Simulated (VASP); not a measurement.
Wanted: the native input for a VASP 6.6.1 run.

```yaml
Task: single point
Functional: r2SCAN
Potentials_or_basis: VASP PAW PBE potentials, release 64 (Zr_sv, B)
Cutoff: 520 eV
k_mesh: 18 × 18 × 18
Occupations: gaussian, width 0.15 eV
Spin: no spin polarisation
Dipole_correction: no
Further_INCAR_settings: ALGO = Normal; EDIFF = 1e-07; NBANDS = 14
```

The system is ZrB.

```xyz
2
Lattice="0.0000 2.3250 2.3250 2.3250 0.0000 2.3250 2.3250 2.3250 0.0000" Properties=species:S:1:pos:R:3 pbc="T T T"
Zr    0.0000    0.0000    0.0000
B     2.3250    2.3250    2.3250
```

The input as run:

POSCAR

```
ZrB
1.0
    0.0000000000      2.3250000000      2.3250000000
    2.3250000000      0.0000000000      2.3250000000
    2.3250000000      2.3250000000      0.0000000000
Zr B
1 1
Direct
    0.0000000000      0.0000000000      0.0000000000
    0.5000000000      0.5000000000      0.5000000000
```

INCAR.step1

```
SYSTEM = ZrB
ALGO     = Normal         ! electronic algorithm
EDIFF    = 1E-4           ! SCF threshold, eV
ENCUT    = 520            ! plane-wave cutoff, eV
GGA      = PE             ! functional
ISMEAR   = 0              ! smearing method
LASPH    = .TRUE.         ! aspherical terms in the spheres
LCHARG   = .FALSE.        ! write CHGCAR
LREAL    = .FALSE.        ! projectors in reciprocal space
LWAVE    = .TRUE.         ! write WAVECAR
NBANDS   = 14             ! bands
NELM     = 100            ! most SCF steps
PREC     = Accurate       ! precision mode
SIGMA    = 0.15           ! smearing width, eV
```

INCAR.step2

```
SYSTEM = ZrB
ALGO     = Normal         ! electronic algorithm
EDIFF    = 1E-7           ! SCF threshold, eV
ENCUT    = 520            ! plane-wave cutoff, eV
ISIF     = 2              ! what is computed and relaxed
ISMEAR   = 0              ! smearing method
ISTART   = 1            
LASPH    = .TRUE.         ! aspherical terms in the spheres
LCHARG   = .FALSE.        ! write CHGCAR
LMIXTAU  = .TRUE.       
LREAL    = .FALSE.        ! projectors in reciprocal space
LWAVE    = .FALSE.        ! write WAVECAR
METAGGA  = R2SCAN         ! meta-GGA
NBANDS   = 14             ! bands
NELM     = 100            ! most SCF steps
PREC     = Accurate       ! precision mode
SIGMA    = 0.15           ! smearing width, eV
```

KPOINTS

```
k-points
0
G
  18 18 18
  0 0 0
```

Potentials or basis: VASP PAW PBE potentials, release 64 (Zr_sv, B).

Run with:

```bash
$ cat potpaw_PBE.64/Zr_sv/POTCAR potpaw_PBE.64/B/POTCAR > POTCAR
$ cp INCAR.step1 INCAR
$ mpirun -np 1 vasp_std > vasp.out
$ cp INCAR.step2 INCAR
$ mpirun -np 1 vasp_std > vasp.out
```

Results of the run:

The pressure is 36.8 GPa. The band gap on the k mesh is zero (an odd number of electrons rules out a gap without spin polarisation).

Caveat: the cell stands under pressure; the PAW data sets were made with another functional, which shifts forces and pressure a little.

Run time: 2.3 min on 1 thread of Intel(R) Xeon(R) Platinum 8259CL CPU @ 2.50GHz (Skylake/Cascade Lake) (shared host), peak memory 0.2 GiB.
